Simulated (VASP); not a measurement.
The system is ZrB.

```
Zr B
1.0
     1.96143   -1.98572    0.00000
     1.96143    1.98572    0.00000
     0.00000    0.00000    4.01395
Zr B
1 1
Direct
  0.00000 0.00000 0.50000
  0.50000 0.50000 0.50000
```

```yaml
Program: VASP 6.6.1
Task: relaxation of cell and atoms
Functional: PBE
Dispersion: D3(BJ)
Potentials_or_basis: VASP PAW PBE potentials, release 64 (Zr_sv, B)
Cutoff: 600 eV
k_mesh: 10 × 10 × 7
Occupations: fermi-dirac, width 0.05 eV
Spin: no spin polarisation
```

At the start: pressure 72.5 GPa; volume 15.63 Å³/atom.

How do energy, volume and symmetry change on relaxing?

Over 22 steps the energy falls by 1956.4 meV/atom and the volume is 16.62 Å³/atom (+6.3 %); space group P4/mmm (No. 123, to 0.1 Å) before and after.

The path:
| step | energy change (eV) | largest force (eV/Å) | pressure (GPa) | volume (Å³) |
| --- | --- | --- | --- | --- |
| 1 | 0.0000 | 0.0000 | 72.46 | 31.27 |
| 2 | -0.0473 | 0.0000 | -18.54 | 71.03 |
| 3 | -3.2313 | 0.0000 | -6.71 | 45.99 |
| 4 | -3.2700 | 0.0000 | -3.94 | 44.70 |
| 5 | -3.2773 | 0.0000 | -1.91 | 43.86 |
| 6 | -3.3319 | 0.0000 | -1.68 | 42.50 |
| 7 | -3.5591 | 0.0000 | -0.65 | 38.39 |
| 8 | -3.7816 | 0.0000 | 9.55 | 30.08 |
| 9 | -3.8136 | 0.0000 | 1.60 | 34.54 |
| 10 | -3.8825 | 0.0000 | 4.40 | 32.32 |
| 11 | -3.8951 | 0.0000 | 2.68 | 32.16 |
| 12 | -3.8966 | 0.0000 | 3.05 | 32.20 |
| 13 | -3.9073 | 0.0000 | 1.65 | 32.65 |
| 14 | -3.9126 | 0.0000 | -0.45 | 33.40 |
| 15 | -3.9128 | 0.0000 | -0.22 | 33.30 |
| 16 | -3.9128 | 0.0000 | -0.16 | 33.28 |
| 17 | -3.9129 | 0.0000 | -0.03 | 33.25 |
| 18 | -3.9129 | 0.0000 | 0.03 | 33.22 |
| 19 | -3.9129 | 0.0000 | 0.07 | 33.21 |
| 20 | -3.9129 | 0.0000 | 0.09 | 33.22 |
| 21 | -3.9129 | 0.0000 | 0.08 | 33.22 |
| 22 | -3.9129 | 0.0000 | 0.02 | 33.24 |

Final structure:
```yaml
crystal:
  lattice:
    - [2.39037, -2.38993, 0.00000]
    - [2.39037, 2.38993, 0.00000]
    - [0.00000, 0.00000, 2.90915]
  atoms:
    - { symbol: Zr, position: [0.00000, 0.00000, 0.50000] }
    - { symbol: B, position: [0.50000, 0.50000, 0.50000] }
```

Caveat: a cell axis changed by over 15 % at a fixed basis, so the end point is rough.
